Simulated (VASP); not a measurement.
TiO2, 3 atoms in the cell. Symmetry: R-3m, No. 166, trigonal system. The conventional cell has a = 2.995 Å, b = 2.995 Å, c = 20.945 Å, α = 90.00°, β = 90.00°, γ = 120.00°. Within 2.6 Å of Ti (site symmetry -3m) lie 6 O at 1.98 Å. Within 2.6 Å of O (site symmetry 3m) lie 3 Ti at 1.98 Å and 3 O at 2.60 Å. 

| Property | Result |
| --- | --- |
| Program | VASP 6.6.1 |
| Task | single point |
| Functional | PBEsol |
| Dispersion | D3(BJ) |
| Potentials or basis | VASP PAW PBE potentials, release 64 (Ti_sv, O) |
| Cutoff | 520 eV |
| k mesh | 8 × 8 × 8 |
| Occupations | gaussian, width 0.01 eV |
| Spin | no spin polarisation |
| Dipole correction | no |
| Further INCAR settings | ALGO = Normal; EDIFF = 1e-07; NBANDS = 19 |

Potentials or basis: VASP PAW PBE potentials, release 64 (Ti_sv, O).

The run is started by

```bash
$ cat potpaw_PBE.64/Ti_sv/POTCAR potpaw_PBE.64/O/POTCAR > POTCAR
$ mpirun -np 1 vasp_std > vasp.out
```

Hardware: 1 thread of Intel(R) Xeon(R) 6975P-C (Granite Rapids), with other jobs on the host.

Q: Estimate the wall time of this run.

A: Wall time 3.2 min on 1 thread of Intel(R) Xeon(R) 6975P-C (Granite Rapids), with other jobs on the host, peak memory 0.38 GiB. Counts: scf iterations 18, k points 65.
